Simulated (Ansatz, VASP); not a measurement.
Two plane-wave programs on Sr2Ge2As

```
Sr Ge As
1.0
     4.29074    0.00000    0.00000
    -2.14537    3.71589    0.00000
     0.00000    0.00000    9.42388
Sr Ge As
2 2 1
Direct
  0.33333 0.66667 0.18846
  0.66667 0.33333 0.81154
  0.33333 0.66667 0.55110
  0.66667 0.33333 0.44890
  0.00000 0.00000 0.00000
```

Change from the starting cell: species swapped into the Pr2SeO2 type (P-3m1, No. 164).

Alike in both runs: functional PBE; k mesh 6 × 6 × 4; occupations gaussian, width 0.1 eV; no spin polarisation.

Ansatz relaxed the structure, and its values are those at the end. VASP's run is a single point on that final structure, the one shown.

|  | VASP | Ansatz |
| --- | --- | --- |
| version | VASP 6.6.1 | Ansatz 0.2.0 |
| potentials or method | VASP PAW PBE potentials, release 64 (Sr_sv, Ge_d, As), cutoff 520 eV | scalar-relativistic, plane waves, PAW |
| valence electrons in the cell | 53 | 63 |

```tsv
	VASP	Ansatz	Ansatz less VASP
gap on the k mesh at the Fermi level (eV)	none	none	-
pressure (GPa)	0.1	0.0	-0.10
rms of the force components (eV/Å)	0.017	0.014	-0.0033
```

A gap of «none» marks a metal or a gap that the smearing closes. VASP's potentials hold 53 valence electrons a cell and Ansatz's 63, so a difference there can come from the potentials and not from the codes.
